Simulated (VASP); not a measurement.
Write the native input for VASP 6.6.1 that does the following.

```
Task                   : single point
Functional             : r2SCAN
Potentials or basis    : VASP PAW PBE potentials, release 64 (Cs_sv, I)
Cutoff                 : 550 eV
k mesh                 : 6 × 6 × 6
Occupations            : gaussian, width 0.02 eV
Spin                   : no spin polarisation
Dipole correction      : no
Further INCAR settings : ALGO = Normal; EDIFF = 1e-06; NBANDS = 15
```

The system is CsI.

```
CELL_PARAMETERS angstrom
4.51492 0.00000 0.00000
0.00000 4.51492 0.00000
0.00000 0.00000 4.51492
ATOMIC_POSITIONS crystal
Cs 0.00000 0.00000 0.00000
I 0.50000 0.50000 0.50000
```

One way to write it, as run:

POSCAR

```
CsI
1.0
    4.5149220656      0.0000000000      0.0000000000
    0.0000000000      4.5149220656      0.0000000000
    0.0000000000      0.0000000000      4.5149220656
Cs I
1 1
Direct
    0.0000000000      0.0000000000      0.0000000000
    0.5000000000      0.5000000000      0.5000000000
```

INCAR.step1

```
PREC = Accurate
ENCUT = 550
ISMEAR = 0
SIGMA = 0.02
LREAL = False
LASPH = True
NELM = 120
NBANDS = 15
GGA = PE
ALGO = Normal
EDIFF = 1E-5
LWAVE = True
LCHARG = False
GGA_COMPAT = False
```

INCAR.step2

```
PREC = Accurate
ENCUT = 550
EDIFF = 1E-6
ISMEAR = 0
SIGMA = 0.02
LREAL = False
LASPH = True
NELM = 120
ALGO = Normal
ISIF = 2
LWAVE = False
LCHARG = True
METAGGA = R2SCAN
LMIXTAU = True
LELF = True
LVHAR = True
NBANDS = 15
ISTART = 1
GGA_COMPAT = False
```

KPOINTS

```
regular mesh
0
Gamma
  6 6 6
```

Potentials or basis: VASP PAW PBE potentials, release 64 (Cs_sv, I).

Run with:

```console
$ cat potpaw_PBE.64/Cs_sv/POTCAR potpaw_PBE.64/I/POTCAR > POTCAR
$ cp INCAR.step1 INCAR
$ mpirun -np 1 vasp_std > vasp.out
$ cp INCAR.step2 INCAR
$ mpirun -np 1 vasp_std > vasp.out
```

It gave:

* Pressure: 0.9 GPa
* Band gap on the k mesh: 4.56 eV (least direct gap 4.64 eV)

Caveat: the PAW data sets were made with another functional, which shifts forces and pressure a little; spin-orbit coupling is left out, which moves the levels of the heavy elements.

Run time: 2.4 min on 1 thread of Intel Xeon 8259CL, with other jobs on the host, peak memory 0.22 GiB.
